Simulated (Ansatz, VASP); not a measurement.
# In8O11 in VASP and in Ansatz

```
In O
1.0
    -2.68110   -4.81595    0.05511
    -2.83251    1.63660    4.91145
    -5.52416    3.36026   -4.85998
In O
8 11
Cartesian
  -2.7244 -1.5420 0.3984
  -5.5418 3.2117 0.4487
  -5.5335 0.0960 2.1734
  -5.5031 3.2358 -2.8471
  -8.4566 1.6036 -0.4292
  -5.4673 -3.1197 -0.2409
  -5.5128 0.1097 -2.0711
  -5.3106 -3.1085 3.0126
  -3.9034 0.1207 3.7586
  -6.6668 -1.4752 -1.1433
  -3.5782 -0.0761 -1.1965
  -6.3912 1.9536 -1.2048
  -3.5409 -2.9437 -1.1696
  -7.1859 0.1488 -3.5457
  -4.3814 1.6710 1.2939
  -1.9317 0.2487 1.2912
  -7.5209 0.2665 1.2673
  -4.6746 -1.6798 1.2866
  -7.5333 3.1137 1.2058
```

Alike in both runs: functional PBE; k mesh 3 × 3 × 2; occupations gaussian, width 0.1 eV; no spin polarisation.

Ansatz relaxed the structure, and its values are those at the end. VASP's run is a single point on that final structure, the one shown.

```csv
,VASP,Ansatz
version,VASP 6.6.1,Ansatz 0.2.0
potentials or method,"VASP PAW PBE potentials, release 64 (In_d, O), cutoff 520 eV","scalar-relativistic, plane waves, PAW"
valence electrons in the cell,170,170
```

```csv
,VASP,Ansatz,Ansatz less VASP
gap on the k mesh at the Fermi level (eV),0.72,0.72,+0.003
least direct gap on the mesh (eV),1.25,1.25,+0.003
pressure (GPa),0.4,0.0,-0.35
rms of the force components (eV/Å),0.012,0.012,+0.0003
```
